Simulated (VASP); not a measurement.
Wanted: the native input for a VASP 6.6.1 run.

- Task: single point
- Functional: PBEsol
- Dispersion: D3(BJ)
- Potentials or basis: VASP PAW PBE potentials, release 64 (P)
- Cutoff: 520 eV
- k mesh: 20 × 20 × 20
- Occupations: gaussian, width 0.15 eV
- Spin: no spin polarisation
- Dipole correction: no
- Further INCAR settings: ALGO = Normal; EDIFF = 1e-06; NBANDS = 12

The structure of P lies in POSCAR:

```
P
1.0
   -1.6915100431      2.5151650373      1.8589441358
    1.6915100431     -2.5151650373      1.8589441358
    1.6915100431      2.5151650373     -1.8589441358
P
2
Direct
    0.8033091100      0.0533091100      0.7500000000
    0.1966908900      0.9466908900      0.2500000000
```

The input as run:

INCAR

```
PREC = Accurate
ENCUT = 520
EDIFF = 1E-6
ISMEAR = 0
SIGMA = 0.15
LREAL = F
LASPH = T
NELM = 100
ALGO = Normal
ISIF = 2
LWAVE = F
LCHARG = T
GGA = PS
IVDW = 12
LELF = T
LVHAR = T
NBANDS = 12
```

KPOINTS

```
Automatic mesh
0
Gamma
  20 20 20
```

Potentials or basis: VASP PAW PBE potentials, release 64 (P).

Launch:

```bash
$ cat potpaw_PBE.64/P/POTCAR > POTCAR
$ mpirun -np 1 vasp_std > vasp.out
```

It gave:

```yaml
Pressure: -4.4 GPa
Largest_force: 0.376 eV/Å
Band_gap_on_the_k_mesh: zero (bands 5 and 6 overlap by 1.20 eV)
Dispersion_energy_per_atom: -0.357 eV
```

Caveat: the cell stands under tension; the PAW data sets were made with another functional, which shifts forces and pressure a little.

Wall time 3.4 min on 1 thread of Intel(R) Xeon(R) 6975P-C (Granite Rapids), with other jobs on the host, peak memory 0.43 GiB.
